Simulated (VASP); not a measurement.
# Ta (Im-3m) in VASP: settings compared, part 2 of 2

VASP 6.6.1. The steps go on from the part before.

**4. Single point, PBEsol+D4**

This run uses another cell than the first one, of 17.48 Å³/atom, 0.971 times its volume.

INCAR reads:

```
SYSTEM = Ta
ALGO     = Normal         ! electronic algorithm
EDIFF    = 1E-6           ! SCF threshold, eV
ENCUT    = 520            ! plane-wave cutoff, eV
GGA      = PS             ! functional
ISIF     = 2              ! what is computed and relaxed
ISMEAR   = -1             ! smearing method
IVDW     = 13             ! dispersion correction
LASPH    = .TRUE.         ! aspherical terms in the spheres
LCHARG   = .FALSE.        ! write CHGCAR
LREAL    = .FALSE.        ! projectors in reciprocal space
LWAVE    = .FALSE.        ! write WAVECAR
NBANDS   = 12             ! bands
NELM     = 60             ! most SCF steps
PREC     = Accurate       ! precision mode
SIGMA    = 0.05           ! smearing width, eV
```

KPOINTS reads:

```
k-points
0
G
  11 11 11
  0 0 0
```

POSCAR reads:

```
Ta
1.0
   -1.6349714284      1.6349714284      1.6349714284
    1.6349714284     -1.6349714284      1.6349714284
    1.6349714284      1.6349714284     -1.6349714284
Ta
1
Direct
    0.0000000000      0.0000000000      0.0000000000
```

Potentials or basis: VASP PAW PBE potentials, release 64 (Ta_pv).

Launch:

```console
cat potpaw_PBE.64/Ta_pv/POTCAR > POTCAR
mpirun -np 1 vasp_std > vasp.out
```

OUTCAR:

```text
SYSTEM = Ta
   EDIFF = 1E-6
   ENCUT = 520
   GGA = PS
   ISIF = 2
   ISMEAR = -1
   IVDW = 13
   LASPH = .TRUE.
   LREAL = .FALSE.
   NELM = 60
   PREC = Accurate

 ion  position               nearest neighbor table
   1  0.000  0.000  0.000-

  LATTYP: Found a body centered cubic cell.
 ALAT       =     3.2699428568

  Lattice vectors:

 A1 = (  -1.6349714284,   1.6349714284,   1.6349714284)
 A2 = (   1.6349714284,  -1.6349714284,   1.6349714284)
[... 540 lines left out ...]

 [... further k-points ...]

------------------------ aborting loop because EDIFF is reached ----------------------------------------

  DFT-D4 for vdW energy calculation

  Edisp (eV):   -0.19127

  FORCE on cell =-STRESS in cart. coord.  units (eV):
  Direction    XX          YY          ZZ          XY          YZ          ZX
  --------------------------------------------------------------------------------------
  -------------------------------------------------------------------------------------
  Total       0.04125     0.04125     0.04125    -0.00000    -0.00000     0.00000
  in kB       3.78020     3.78020     3.78020    -0.00000    -0.00000     0.00000
  external pressure =        3.78 kB  Pullay stress =        0.00 kB

 VOLUME and BASIS-vectors are now :
 -----------------------------------------------------------------------------
  energy-cutoff  :      520.00
  volume of cell :       17.48
      direct lattice vectors                 reciprocal lattice vectors
    -1.634971428  1.634971428  1.634971428     0.000000000  0.305815742  0.305815742
     1.634971428 -1.634971428  1.634971428     0.305815742  0.000000000  0.305815742
     1.634971428  1.634971428 -1.634971428     0.305815742  0.305815742  0.000000000

 POSITION                                       TOTAL-FORCE (eV/Angst)
 -----------------------------------------------------------------------------------
      0.00000      0.00000      0.00000         0.000000      0.000000      0.000000
 -----------------------------------------------------------------------------------
    total drift:                                0.000000      0.000000      0.000000

  FREE ENERGIE OF THE ION-ELECTRON SYSTEM (eV)
  ---------------------------------------------------
  free  energy   TOTEN  =       -12.7514378578 eV

  energy  without entropy=      -12.7447693865  energy(sigma->0) =      -12.74810362
```

OSZICAR:

```text
N       E                     dE             d eps       ncg     rms          rms(c)
DAV:   1     0.584912684575E+02    0.58491E+02   -0.61164E+03  1344   0.887E+02
DAV:   2    -0.121302710904E+02   -0.70622E+02   -0.68738E+02  1516   0.241E+02
DAV:   3    -0.130439690722E+02   -0.91370E+00   -0.90913E+00  1640   0.262E+01
DAV:   4    -0.130460178466E+02   -0.20488E-02   -0.20487E-02  1492   0.139E+00
DAV:   5    -0.130460239058E+02   -0.60592E-05   -0.60583E-05  1600   0.715E-02    0.146E+01
DAV:   6    -0.126762234192E+02    0.36980E+00   -0.29058E-01  1564   0.569E+00    0.714E+00
DAV:   7    -0.125615980857E+02    0.11463E+00   -0.25487E-01  1536   0.497E+00    0.369E-01
DAV:   8    -0.125601802041E+02    0.14179E-02   -0.79556E-03  1424   0.699E-01    0.656E-02
DAV:   9    -0.125601717548E+02    0.84493E-05   -0.40809E-05  1592   0.726E-02    0.242E-02
DAV:  10    -0.125601687667E+02    0.29881E-05   -0.21392E-06  1428   0.163E-02    0.261E-03
DAV:  11    -0.125601685996E+02    0.16707E-06   -0.53036E-08   772   0.258E-03
   1 F= -.12751438E+02 E0= -.12748104E+02  d E =-.666847E-02
```

stdout:

```text
POSCAR found type information on POSCAR Ta
 POSCAR found :  1 types and       1 ions
 scaLAPACK will be used
 -----------------------------------------------------------------------------
|                                                                             |
|                                                                             |
|     You enforced a specific xc type in the INCAR file but a different       |
|     I HOPE YOU KNOW WHAT YOU ARE DOING!                                     |
|                                                                             |
 -----------------------------------------------------------------------------

 LDA part: xc-table for (Slater+PW92), standard interpolation
 POSCAR, INCAR and KPOINTS ok, starting setup
 FFT: planning ... GRIDC
 FFT: planning ... GRID_SOFT
 FFT: planning ... GRID
 WAVECAR not read
 entering main loop
```

Run time: 4.1 s. Hardware: 1 thread of Intel Xeon 6975P-C (Granite Rapids), shared host; peak memory 0.14 GiB.

Results:

| Item | Value |
| --- | --- |
| Free energy | -12.7514 eV |
| Pressure | 0.4 GPa |
| Dispersion energy per atom | -0.191 eV |

Levels at points of the mesh, in eV from the Fermi level:
```
           k point  band 2  band 3  band 4  band 5  band 6  band 7  band 8  band 9
(0.00, 0.00, 0.00)  -32.90  -32.90   -8.04    0.72    0.72    0.72    4.10    4.10
```

Caveat: the PAW data sets were made with another functional, which shifts forces and pressure a little; spin-orbit coupling is left out, which moves the levels of the heavy elements; pairwise dispersion overbinds metals, which lowers pressure and volume.

**5. Single point, r2SCAN**

POSCAR reads:

```
Ta
1.0
   -1.6514431838      1.6514431838      1.6514431838
    1.6514431838     -1.6514431838      1.6514431838
    1.6514431838      1.6514431838     -1.6514431838
Ta
1
Direct
    0.0000000000      0.0000000000      0.0000000000
```

INCAR.step1 reads:

```
PREC = Accurate
ENCUT = 520
ISMEAR = -1
SIGMA = 0.05
LREAL = False
LASPH = True
NELM = 60
NBANDS = 12
GGA = PE
ALGO = Normal
EDIFF = 1E-4
LWAVE = True
LCHARG = False
```

INCAR.step2 reads:

```
PREC = Accurate
ENCUT = 520
EDIFF = 1E-7
ISMEAR = -1
SIGMA = 0.05
LREAL = False
LASPH = True
NELM = 60
ALGO = Normal
ISIF = 2
LWAVE = False
LCHARG = False
METAGGA = R2SCAN
LMIXTAU = True
NBANDS = 12
ISTART = 1
```

KPOINTS reads:

```
regular mesh
0
Gamma
  11 11 11
```

Launch:

```console
cat potpaw_PBE.64/Ta_pv/POTCAR > POTCAR
cp INCAR.step1 INCAR
mpirun -np 1 vasp_std > vasp.out
cp INCAR.step2 INCAR
mpirun -np 1 vasp_std > vasp.out
```

Wall time 61 s (1 thread of AMD EPYC 7R43 (Zen 3), shared host); peak memory 0.11 GiB.

The run converged. Its results:

```yaml
Free_energy: -48.5855 eV
Pressure: 0.6 GPa
```

Levels at points of the mesh, in eV from the Fermi level:
```csv
k point,band 1,band 2,band 3,band 4,band 5,band 6,band 7,band 8,band 9,band 10
"(0.00, 0.00, 0.00)",-34.19,-34.19,-34.19,-8.30,0.87,0.87,0.87,4.36,4.36,12.14
```

Caveat: the PAW data sets were made with another functional, which shifts forces and pressure a little; spin-orbit coupling is left out, which moves the levels of the heavy elements.

**6. The runs side by side**

| level | cell | smearing | gap on the mesh (eV) | pressure (GPa) |
| --- | --- | --- | --- | --- |
| PBE | a = 2.860 Å, angles 109.5°, 1 atom | gaussian 0.022 eV | none | 2.2 |
| revPBE | a = 2.860 Å, angles 109.5°, 1 atom | fermi-dirac 0.05 eV | none | 5.2 |
| PBEsol+D4 | a = 2.832 Å, angles 109.5°, 1 atom | fermi-dirac 0.05 eV | none | 0.4 |
| r2SCAN | a = 2.860 Å, angles 109.5°, 1 atom | fermi-dirac 0.05 eV | none | 0.6 |

Alike in all rows: task single point; potentials or basis VASP PAW PBE potentials, release 64 (Ta_pv); no spin polarisation; k mesh 11 × 11 × 11; cutoff (eV) 520.

Every run on the cell as given and a fine mesh finds a metal. The pressure there spans 0.6 GPa (r2SCAN) to 5.2 GPa (revPBE); a positive pressure means that this level wants a larger cell, a negative one a smaller.

Caveats: spin-orbit coupling is left out, which moves the levels of the heavy elements; the PAW data sets were made with another functional, which shifts forces and pressure a little (some runs); pairwise dispersion overbinds metals, which lowers pressure and volume (some runs).

Total energies depend on the potentials used, so only differences within one code and one set of settings carry meaning.
